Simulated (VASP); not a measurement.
# BP (I-4m2) in VASP: notebook

Runs on BP. Level: r2SCAN. Tasks: single point.

Program: VASP 6.6.1. These are calculated values, not measurements. Logs are shortened: lines on timing, memory, paths and dates and some standing lists are left out, and cuts for length are marked.

### Step 1. The cell of the first run

It takes space group I-4m2 (No. 119, tetragonal). The conventional cell has a = 2.952 Å, b = 2.952 Å, c = 4.356 Å, α = 90.00°, β = 90.00°, γ = 90.00°. B (site symmetry -4m2) has 4 P at 1.83 Å within 2.4 Å. P (site symmetry -4m2) has 4 B at 1.83 Å within 2.4 Å.

### Step 2. Single point, r2SCAN (strain -0.080 along x and y, -0.040 along z)

Input file POSCAR:

```
BP
1.0
    0.0000000000      2.0874800000      2.1782400000
    2.0874800000      0.0000000000      2.1782400000
    2.0874800000      2.0874800000      0.0000000000
B P
1 1
Direct
    0.0000000000      0.0000000000      0.0000000000
    0.7500000000      0.7500000000      0.7500000000
```

Input file INCAR.step1:

```
PREC = Accurate ; ENCUT = 520
ISMEAR = 0 ; SIGMA = 0.05
LREAL = F ; LASPH = T
NELM = 100 ; NBANDS = 11
GGA = PE ; ALGO = Normal
EDIFF = 1E-4 ; LWAVE = T
LCHARG = F
```

Input file INCAR.step2:

```
PREC = Accurate ; ENCUT = 520
EDIFF = 1E-7 ; ISMEAR = 0
SIGMA = 0.05 ; LREAL = F
LASPH = T ; NELM = 100
ALGO = Normal ; ISIF = 2
LWAVE = F ; LCHARG = F
METAGGA = R2SCAN ; LMIXTAU = T
NBANDS = 11 ; ISTART = 1
```

Input file KPOINTS:

```
regular mesh
0
Gamma
  10 10 10
```

Potentials or basis: VASP PAW PBE potentials, release 64 (B, P).

Command:

```sh
cat potpaw_PBE.64/B/POTCAR potpaw_PBE.64/P/POTCAR > POTCAR
cp INCAR.step1 INCAR
mpirun -np 1 vasp_std > vasp.out
cp INCAR.step2 INCAR
mpirun -np 1 vasp_std > vasp.out
```

OUTCAR:

```text
PREC = Accurate
   ENCUT = 520
   EDIFF = 1E-7
   ISMEAR = 0
   LREAL = F
   LASPH = T
   NELM = 100
   ISIF = 2
   METAGGA = R2SCAN
   ISTART = 1

 ion  position               nearest neighbor table
   1  0.000  0.000  0.000-   2 1.83   2 1.83   2 1.83   2 1.83
   2  0.750  0.750  0.750-   1 1.83   1 1.83   1 1.83   1 1.83

  LATTYP: Found a body centered tetragonal cell.
 ALAT       =     2.9521425272
 C/A-ratio  =     1.4757011086

  Lattice vectors:

 A1 = (  -2.0874800000,   0.0000000000,   2.1782400000)
 A2 = (   2.0874800000,   0.0000000000,   2.1782400000)
 A3 = (   0.0000000000,   2.0874800000,  -2.1782400000)

Analysis of symmetry for initial positions (statically):
=====================================================================
 Subroutine PRICEL returns:
 Original cell was already a primitive cell.

 Routine SETGRP: Setting up the symmetry group for a
 body centered tetragonal supercell.

 Subroutine GETGRP returns: Found  8 space group operations
 (whereof  8 operations were pure point group operations)
 out of a pool of 16 trial point group operations.

The static configuration has the point symmetry D_2d.

Analysis of symmetry for dynamics (positions and initial velocities):
=====================================================================
 Subroutine PRICEL returns:
 Original cell was already a primitive cell.

 Routine SETGRP: Setting up the symmetry group for a
 body centered tetragonal supercell.

 Subroutine GETGRP returns: Found  8 space group operations
 (whereof  8 operations were pure point group operations)
 out of a pool of 16 trial point group operations.

The dynamic configuration has the point symmetry D_2d.

 Subroutine INISYM returns: Found  8 space group operations
 (whereof  8 operations are pure point group operations),
 and found     1 'primitive' translations

----------------------------------------------------------------------------------------

                                     Primitive cell

  volume of cell :      18.9837

  direct lattice vectors                    reciprocal lattice vectors
     0.000000000  2.087480000  2.178240000    -0.239523253  0.239523253  0.229543117
     2.087480000  0.000000000  2.178240000     0.239523253 -0.239523253  0.229543117
     2.087480000  2.087480000  0.000000000     0.239523253  0.239523253 -0.229543117

  length of vectors
     3.017002196  3.017002196  2.952142527     0.409185557  0.409185557  0.409185557

  position of ions in fractional coordinates (direct lattice)
     0.000000000  0.000000000  0.000000000
     0.750000000  0.750000000  0.750000000

  ion indices of the primitive-cell ions
   primitive index   ion index
                 1           1
                 2           2

----------------------------------------------------------------------------------------

 KPOINTS: regular mesh

Automatic generation of k-mesh.
 Grid dimensions read from file:
 generate k-points for:   10   10   10

 Generating k-lattice:

  Cartesian coordinates                     Fractional coordinates (reciprocal lattice)
    -0.023952325  0.023952325  0.022954312     0.100000000  0.000000000  0.000000000
     0.023952325 -0.023952325  0.022954312     0.000000000  0.100000000  0.000000000
     0.023952325  0.023952325 -0.022954312     0.000000000  0.000000000  0.100000000

  Length of vectors
     0.040918556  0.040918556  0.040918556

  Shift w.r.t. Gamma in fractional coordinates (k-lattice)
     0.000000000  0.000000000  0.000000000

 Subroutine IBZKPT returns following result:
 ===========================================

 Found    102 irreducible k-points:

 Following reciprocal coordinates:
            Coordinates               Weight
  0.000000  0.000000  0.000000      1.000000
  0.100000  0.000000  0.000000      8.000000
  0.200000  0.000000  0.000000      8.000000
  0.300000  0.000000  0.000000      8.000000
  0.400000  0.000000  0.000000      8.000000
  0.500000 -0.000000  0.000000      4.000000
[... 16 lines left out ...]
  0.300000  0.300000  0.000000      2.000000
  0.400000  0.300000  0.000000      8.000000
 [... further k-points ...]
   k-points           NKPTS =    102   k-points in BZ     NKDIM =    102   number of bands    NBANDS=     11
   number of dos      NEDOS =    301   number of ions     NIONS =      2
   total plane-waves  NPLWV =  13824
   dimension x,y,z NGX =    24 NGY =   24 NGZ =   24
   dimension x,y,z NGXF=    48 NGYF=   48 NGZF=   48
   ions per type =               1   1
   NGX,Y,Z   is equivalent  to a cutoff of  13.22, 13.22, 13.52 a.u.
   NGXF,Y,Z  is equivalent  to a cutoff of  26.45, 26.45, 27.03 a.u.
 SYSTEM =  unknown system
   PREC   = accura    normal or accurate (medium, high low for compatibility)
   ISTART =      1    job   : 0-new  1-cont  2-samecut
   ICHARG =      0    charge: 1-file 2-atom 10-const
   ISPIN  =      1    spin polarized calculation?
   LNONCOLLINEAR =      F non collinear calculations
   LSORBIT =      F    spin-orbit coupling
   LASPH  =      T    aspherical Exc in radial PAW
   ENCUT  =  520.0 eV  38.22 Ry    6.18 a.u.   5.61  5.61  5.49*2*pi/ulx,y,z
   NELM   =    100;   NELMIN=  2; NELMDL=  0     # of ELM steps
   EDIFF  = 0.1E-06   stopping-criterion for ELM
   LREAL  =      F    real-space projection
   EDIFFG = 0.1E-05   stopping-criterion for IOM
   NSW    =      0    number of steps for IOM
   IBRION =     -1    ionic relax: 0-MD 1-quasi-New 2-CG
   NFREE  =      0    steps in history (QN), initial steepest desc. (CG)
   ISIF   =      2    stress and relaxation
   ISYM   =      2    0-nonsym 1-usesym 2-fastsym
   POTIM  = 0.5000    time-step for ionic-motion
   TEBEG  =    0.0;   TEEND  =   0.0 temperature during run
   PSTRESS=    0.0 pullay stress
   NELECT =       8.0000    total number of electrons
   NUPDOWN=      -1.0000    fix difference up-down
   EMIN   =  10.00;   EMAX   =-10.00  energy-range for DOS
   EFERMI =   0.00;   METHOD = LEGACY
   ISMEAR =     0;   SIGMA  =   0.05  broadening in eV -4-tet -1-fermi 0-gaus
   EFERMI_NEDOS =   21; number of points for ismear=-14 and -15
   IALGO  =     38    algorithm
   IMIX   =      4    mixing-type and parameters
     AMIX     =   0.40;   BMIX     =  1.00
     AMIX_MAG =   1.60;   BMIX_MAG =  1.00
  volume/ion in A,a.u.               =       9.49        64.05
  Fermi-wavevector in a.u.,A,eV,Ry     =   1.227377  2.319407 20.496560  1.506455
  Thomas-Fermi vector in A             =   2.362343
   LORBIT       =      0    0 simple, 1 ext, 2 COOP (PROOUT), +10 PAW based schemes
   METAGGA = R2SCAN    functional components
   LHFCALC =     F    Hartree Fock is set to
   AEXX    =    0.0000 exact exchange contribution
   IVDW    =     0    specifies the selected vdW correction
   LEPSILON=     F    determine dielectric tensor
   LRPA    =     F    only Hartree local field effects (RPA)
 non-spin polarized calculation
 Gauss-broadening in eV      SIGMA  =   0.05
  energy-cutoff  :      520.00
  volume of cell :       18.98
 maximum number of plane-waves:       536
 NGX is ok and might be reduce to    24
   NGX = 11   NGY = 11   NGZ = 11

 number of electron       8.0000000 magnetization

 Free energy of the ion-electron system (eV)
  ---------------------------------------------------
  ext. energy  EPLUGINS =         0.00000000
  ---------------------------------------------------
  free energy    TOTEN  =       -16.70813576 eV

  energy without entropy =      -16.70813576  energy(sigma->0) =      -16.70813576

 E-fermi :  10.5131     XC(G=0): -12.4696

 val. band max:       10.2019257433   @ k =   0.0000   0.0000   0.0000
 cond. band min:      10.9554149680   @ k =   0.5000   0.0000   0.5000
 fundamental gap:      0.7534892247
 Fermi energy:        10.5131129296

 k-point     1 :       0.0000    0.0000    0.0000
  band No.  band energies     occupation
      1      -8.2564      2.00000
      2       9.6949      2.00000
      3      10.2019      2.00000
      4      10.2019      2.00000
      5      14.0442      0.00000
      6      14.0442      0.00000
      7      14.2719      0.00000
      8      21.4511      0.00000
      9      22.6204      0.00000
     10      24.0372      0.00000
     11      24.3082      0.00000

 k-point     2 :       0.1000    0.0000    0.0000
  band No.  band energies     occupation
      1      -8.0336      2.00000
      2       8.4680      2.00000
      3       9.5147      2.00000
      4       9.8643      2.00000
      5      14.5206      0.00000
      6      14.5635      0.00000
      7      14.9560      0.00000
      8      21.6428      0.00000
      9      22.0037      0.00000
     10      23.1032      0.00000
     11      25.0256      0.00000

 k-point     3 :       0.2000    0.0000    0.0000
  band No.  band energies     occupation
      1      -7.3707      2.00000
      2       5.7043      2.00000
      3       8.7588      2.00000
      4       9.2437      2.00000
      5      15.0208      0.00000
      6      15.4841      0.00000
      7      15.7590      0.00000
      8      21.4956      0.00000
      9      22.1729      0.00000
     10      22.2379      0.00000
     11      26.0257      0.00000

 k-point     4 :       0.3000    0.0000    0.0000
  band No.  band energies     occupation
      1      -6.2919      2.00000
      2       2.8441      2.00000
      3       8.1173      2.00000
      4       8.7212      2.00000
      5      14.9776      0.00000
      6      15.8407      0.00000
      7      15.9914      0.00000
      8      22.2329      0.00000
      9      22.7614      0.00000
     10      22.7750      0.00000
     11      26.7313      0.00000
[... 239 lines left out ...]
 k-point    22 :      -0.2000    0.2000    0.0000
  band No.  band energies     occupation
      1      -5.8678      2.00000
      2       3.7944      2.00000
      3       4.5656      2.00000
      4       8.9343      2.00000
      5      15.7463      0.00000
      6      16.3735      0.00000
      7      17.5256      0.00000
      8      20.4004      0.00000
      9      20.6053      0.00000
     10      26.4843      0.00000
     11      28.8917      0.00000

 k-point    23 :       0.3000    0.3000    0.0000
  band No.  band energies     occupation
      1      -5.7704      2.00000
      2       4.2516      2.00000
      3       6.3267      2.00000
      4       6.3267      2.00000
      5      12.0224      0.00000
      6      14.2989      0.00000
      7      20.9847      0.00000
      8      20.9847      0.00000
      9      26.6175      0.00000
     10      26.6271      0.00000
     11      30.5936      0.00000

 k-point    24 :       0.4000    0.3000    0.0000
  band No.  band energies     occupation
      1      -4.7637      2.00000
      2       2.7372      2.00000
      3       5.1083      2.00000
      4       5.9940      2.00000
      5      12.3022      0.00000
      6      14.2897      0.00000
      7      21.7402      0.00000
      8      21.8665      0.00000
      9      27.3751      0.00000
     10      27.6249      0.00000
     11      31.3386      0.00000

 [... further k-points ...]
[... 5 lines left out ...]
  --------------------------------------------------------------------------------------
  -------------------------------------------------------------------------------------
  Total        6.5609690      6.5609690      4.7587268      0.0000000     -0.0000000      0.0000000
  in kB      553.7301839    553.7301839    401.6252282      0.0000000     -0.0000000      0.0000000
  external PRESSURE =     503.0285320 kB  Pullay stress =       0.0000000 kB

 VOLUME and BASIS-vectors are now :
 -----------------------------------------------------------------------------
  energy-cutoff  :      520.00
  volume of cell :       18.98
      direct lattice vectors                 reciprocal lattice vectors
     0.000000000  2.087480000  2.178240000    -0.239523253  0.239523253  0.229543117
     2.087480000  0.000000000  2.178240000     0.239523253 -0.239523253  0.229543117
     2.087480000  2.087480000  0.000000000     0.239523253  0.239523253 -0.229543117

 POSITION                                       TOTAL-FORCE (eV/Angst)
 -----------------------------------------------------------------------------------
      0.00000      0.00000      0.00000        -0.000000     -0.000000      0.000000
      3.13122      3.13122      3.26736         0.000000      0.000000      0.000000
 -----------------------------------------------------------------------------------
    total drift:                                0.000000      0.000000      0.000000

  FREE ENERGIE OF THE ION-ELECTRON SYSTEM (eV)
  ---------------------------------------------------
  free  energy   TOTEN  =       -16.7081357605 eV

  energy  without entropy=      -16.7081357605  energy(sigma->0) =      -16.70813576
```

Wall time 3.5 min (1 thread of AMD EPYC 7R13, shared host); peak memory 0.12 GiB.

Results:

- Free energy: -16.7081 eV
- Pressure: 50.3 GPa
- Band gap on the k mesh: 0.75 eV, indirect (least direct gap 3.84 eV)

Stress tensor (GPa, compression positive):
```
55.37  0.00  0.00
 0.00 55.37  0.00
 0.00  0.00 40.16
```

Levels at points of the mesh, in eV from the valence-band top:
| k point | band 1 | band 2 | band 3 | band 4 | band 5 | band 6 | band 7 | band 8 |
| --- | --- | --- | --- | --- | --- | --- | --- | --- |
| (0.00, 0.00, 0.00) | -18.46 | -0.51 | 0.00 | 0.00 | 3.84 | 3.84 | 4.07 | 11.25 |
| (0.50, 0.00, 0.00) | -14.07 | -11.30 | -2.63 | -1.91 | 4.36 | 5.30 | 5.72 | 11.59 |
| (0.50, 0.50, 0.00) | -12.48 | -10.77 | -4.92 | -4.92 | 1.28 | 2.10 | 15.09 | 15.09 |
| (0.50, 0.00, 0.50) | -11.90 | -10.29 | -5.54 | -5.42 | 0.75 | 1.35 | 14.20 | 15.66 |

Caveat: the cell differs from its parent crystal (strain -0.080 along x and y, -0.040 along z); the PAW data sets were made with another functional, which shifts forces and pressure a little.

### Step 3. Single point, r2SCAN (strain -0.040 along x and y, +0.000 along z)

Input file POSCAR:

```
BP
1.0
    0.0000000000      2.1782400000      2.2690000000
    2.1782400000      0.0000000000      2.2690000000
    2.1782400000      2.1782400000      0.0000000000
B P
1 1
Direct
    0.0000000000      0.0000000000      0.0000000000
    0.7500000000      0.7500000000      0.7500000000
```

Input file INCAR.step1:

```
  PREC = Accurate
  ENCUT = 520
  ISMEAR = 0
  SIGMA = 0.05
  LREAL = F
  LASPH = T
  NELM = 60
  NBANDS = 11
  GGA = PE
  ALGO = Normal
  EDIFF = 1E-4
  LWAVE = T
  LCHARG = F
```

Input file INCAR.step2:

```
  PREC = Accurate
  ENCUT = 520
  EDIFF = 1E-7
  ISMEAR = 0
  SIGMA = 0.05
  LREAL = F
  LASPH = T
  NELM = 60
  ALGO = Normal
  ISIF = 2
  LWAVE = F
  LCHARG = T
  METAGGA = R2SCAN
  LMIXTAU = T
  LELF = T
  LVHAR = T
  NBANDS = 11
  ISTART = 1
```

KPOINTS is that of step 2.

Potentials or basis: VASP PAW PBE potentials, release 64 (B, P).

Command:

```sh
cat potpaw_PBE.64/B/POTCAR potpaw_PBE.64/P/POTCAR > POTCAR
cp INCAR.step1 INCAR
mpirun -np 1 vasp_std > vasp.out
cp INCAR.step2 INCAR
mpirun -np 1 vasp_std > vasp.out
```

Run time: 3.5 min. Hardware: 1 thread of AMD EPYC 7R13, shared host; peak memory 0.12 GiB.

Results (log left out):

```
Free energy            : -17.2083 eV
Pressure               : 15.2 GPa
Band gap on the k mesh : 1.00 eV, indirect (least direct gap 3.55 eV)
```

Stress tensor (GPa, compression positive):
```
19.70  0.00  0.00
 0.00 19.70  0.00
 0.00  0.00  6.34
```

Levels at points of the mesh, in eV from the valence-band top:
| k point | band 2 | band 3 | band 4 | band 5 | band 6 | band 7 |
| --- | --- | --- | --- | --- | --- | --- |
| (0.00, 0.00, 0.00) | -0.46 | 0.00 | 0.00 | 3.55 | 3.55 | 3.79 |
| (0.50, 0.00, 0.00) | -10.27 | -2.43 | -1.81 | 4.06 | 5.14 | 5.17 |
| (0.50, 0.50, 0.00) | -10.00 | -4.48 | -4.48 | 1.55 | 2.12 | 13.75 |
| (0.50, 0.00, 0.50) | -9.59 | -5.01 | -4.91 | 1.06 | 1.47 | 13.09 |

Caveat: the cell differs from its parent crystal (strain -0.040 along x and y, +0.000 along z); the PAW data sets were made with another functional, which shifts forces and pressure a little.
